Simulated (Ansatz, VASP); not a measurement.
## C: VASP beside Ansatz

```xyz
8
Lattice="4.8223 -3.3766 -0.1078 4.8223 3.3766 -0.1078 -2.8980 0.0000 4.9449" Properties=species:S:1:pos:R:3 pbc="T T T"
C     8.3709    0.0000   -0.0846
C    -1.6242    0.0000    4.8140
C     0.5481    0.0000    1.1572
C     6.1985    0.0000    3.5721
C     4.4598   -2.3311    0.5363
C     2.2869   -2.3311    4.1930
C     2.2869    2.3311    4.1930
C     4.4598    2.3311    0.5363
```

Alike in both runs: functional PBE; k mesh 6 × 6 × 6; occupations gaussian, width 0.02 eV; no spin polarisation.

Ansatz relaxed the structure, and its values are those at the end. VASP's run is a single point on that final structure, the one shown.

|  | VASP | Ansatz |
| --- | --- | --- |
| version | VASP 6.6.1 | Ansatz 0.2.0 |
| potentials or method | VASP PAW PBE potentials, release 64 (C), cutoff 520 eV | scalar-relativistic, plane waves, PAW |
| valence electrons in the cell | 32 | 32 |

Ansatz gave:

* gap on the k mesh at the Fermi level (eV): 1.23
* least direct gap on the mesh (eV): 1.25
* pressure (GPa): 0.0
* rms of the force components (eV/Å): 0.001

Problem. What did VASP give for the same quantities?

Solution. gap on the k mesh at the Fermi level (eV): 1.24; least direct gap on the mesh (eV): 1.26; pressure (GPa): 0.5; rms of the force components (eV/Å): 0.084.
